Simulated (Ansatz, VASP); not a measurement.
**RbCl in VASP and in Ansatz**

File INCAR:

```
SYSTEM = RbCl
PREC = Accurate
ENCUT = 500
EDIFF = 1E-6
ISMEAR = 0
SIGMA = 0.01
LREAL = .FALSE.
LASPH = .TRUE.
NELM = 120
ALGO = Normal
ISIF = 2
LWAVE = .FALSE.
LCHARG = .FALSE.
GGA = PS
NBANDS = 15
GGA_COMPAT = .FALSE.
```

KPOINTS

```
regular mesh
0
G
  4 4 4
  0 0 0
```

File POSCAR:

```
RbCl
1.0
    4.6301350000      0.0000000000      0.0000000000
    2.3150675000      4.0098145330      0.0000000000
    2.3150675000      1.3366048443      3.7804893967
Rb Cl
1 1
Direct
    0.0000000000      0.0000000000      0.0000000000
    0.5000000000      0.5000000000      0.5000000000
```

Input for Ansatz:

```yaml
crystal:
  lattice:
    - [4.630135, 0.0, 0.0]
    - [2.3150675000000005, 4.009814532951462, 0.0]
    - [2.3150675000000005, 1.336604844317154, 3.7804893967337962]
  atoms:
    - { symbol: Rb, position: [0.0, 0.0, 0.0] }
    - { symbol: Cl, position: [0.5000000000000001, 0.5, 0.5] }
accuracy: high
kpoints:
  mp_grid:
    grid: [4, 4, 4]
    shift: [0.0, 0.0, 0.0]
hamiltonian:
  xc: pbesol
scf:
  convergence:
    dr2_threshold: 1.0e-05
  mixing:
    algorithm: broyden
    beta: 0.1
  occupations:
    method: fixed
output:
  eigenvalues: true
```

Alike in both runs: task single point; functional PBEsol; k mesh 4 × 4 × 4; no spin polarisation.

|  | VASP | Ansatz |
| --- | --- | --- |
| version | VASP 6.6.1 | Ansatz 0.2.0 |
| potentials or method | VASP PAW PBE potentials, release 64 (Rb_sv, Cl) | plane waves, PAW |
| plane-wave cutoff (eV) | 500 | 420 |
| occupations | gaussian, width 0.01 eV | fixed |
| valence electrons in the cell | 16 | 16 |

```csv
,VASP,Ansatz,Ansatz less VASP
gap on the k mesh at the Fermi level (eV),4.89,4.89,+0.006
```

VASP's potentials were made for PBE, not for PBEsol.
